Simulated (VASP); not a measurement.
Runs of VASP 6.6.1 on AsAu (zincblende type). The structure is that of space group F-43m (No. 216), or close to it. The cells are those of the table. 

| task | level | potentials or basis | cell | gap on the mesh (eV) | pressure (GPa) |
| --- | --- | --- | --- | --- | --- |
| electric field gradients | PBE | VASP PAW PBE potentials, release 64 (Au, As) | a = 4.157 Å, angles 60.0°, 2 atoms | none | -1.4 |
| electric field gradients | LDA | VASP PAW LDA potentials, release 64 (Au, As) | a = 4.130 Å, angles 60.0°, 2 atoms | none | -5.7 |
| single point | PBE | VASP PAW PBE potentials, release 64 (Au, As) | a = 4.130 Å, angles 60.0°, 2 atoms | none | (a) |
| single point | PBE | VASP PAW PBE potentials, release 64 (Au, As) | a = 4.102 Å, angles 60.0°, 2 atoms | none | 1.5 |
| single point | PBE | VASP PAW PBE potentials, release 64 (Au, As) | a = 4.157 Å, angles 60.0°, 2 atoms | none | -1.4 |

Alike in all rows: no spin polarisation; k mesh 11 × 11 × 11; cutoff (eV) 520; smearing fermi-dirac 0.08 eV.

Problem. Estimate the missing entries.

Solution. (a) -0.1.

Caveats: spin-orbit coupling is left out, which moves the levels of the heavy elements; the cell stands under tension (at least some runs).

A k mesh can miss the band edges, and the runs leave out spin-orbit coupling on As, Au.

A gap of «none» marks levels without a gap at the run's occupations.
